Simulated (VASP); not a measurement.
Write the native input for VASP 6.6.1 that does the following.

```
Task                      : relaxation of the atoms
Functional                : PBE
Potentials or basis       : VASP PAW PBE potentials, release 64 (Ge_d, Si)
Cutoff                    : 520 eV
k mesh                    : 7 × 7 × 1
Occupations               : gaussian, width 0.1 eV
Spin                      : no spin polarisation
Dipole correction         : yes
Atoms held fixed (from 0) : [0, 1, 2, 3, 4]
Further INCAR settings    : ALGO = Fast; EDIFF = 1e-06; IBRION = 2; EDIFFG = -0.025; NSW = 36
```

The structure of SiGe4 lies in POSCAR:

```
SiGe4
1.0
    4.0740542205      0.0000000000      0.0000000000
    0.0000000000      4.0740542205      0.0000000000
    0.0000000000      0.0000000000     19.8557568590
Ge Si
4 1
Selective dynamics
Direct
    0.0000000000      0.5000000000      0.2014529100  F F F
    0.0000000000      0.0000000000      0.2739958855  F F F
    0.5000000000      0.0000000000      0.3493666156  F F F
    0.5000000000      0.5000000000      0.4208228837  F F F
    0.5000000000      0.8750000000      0.5075969782  F F T
```

The input as run:

INCAR

```
ALGO = Fast
DIPOL = 0.5 0.5 0.351
EDIFF = 1E-6
EDIFFG = -0.025
ENCUT = 520
GGA = PE
IBRION = 2
IDIPOL = 3
ISIF = 2
ISMEAR = 0
LASPH = T
LCHARG = F
LDIPOL = T
LREAL = F
LWAVE = F
NELM = 60
NSW = 36
PREC = Accurate
SIGMA = 0.1
```

KPOINTS

```
k-points
0
Gamma
  7 7 1
```

Potentials or basis: VASP PAW PBE potentials, release 64 (Ge_d, Si).

Command:

```bash
$ cat potpaw_PBE.64/Ge_d/POTCAR potpaw_PBE.64/Si/POTCAR > POTCAR
$ mpirun -np 1 vasp_std > vasp.out
```

It gave:

* Energy gained by relaxing: 1.0 meV/atom
* Ionic steps: 3
* Band gap on the k mesh: zero (bands 30 and 31 overlap by 1.00 eV)

Wall time 7.3 min on 1 thread of Oxide Virtual Turin-like Processor, on a shared host, peak memory 0.41 GiB.
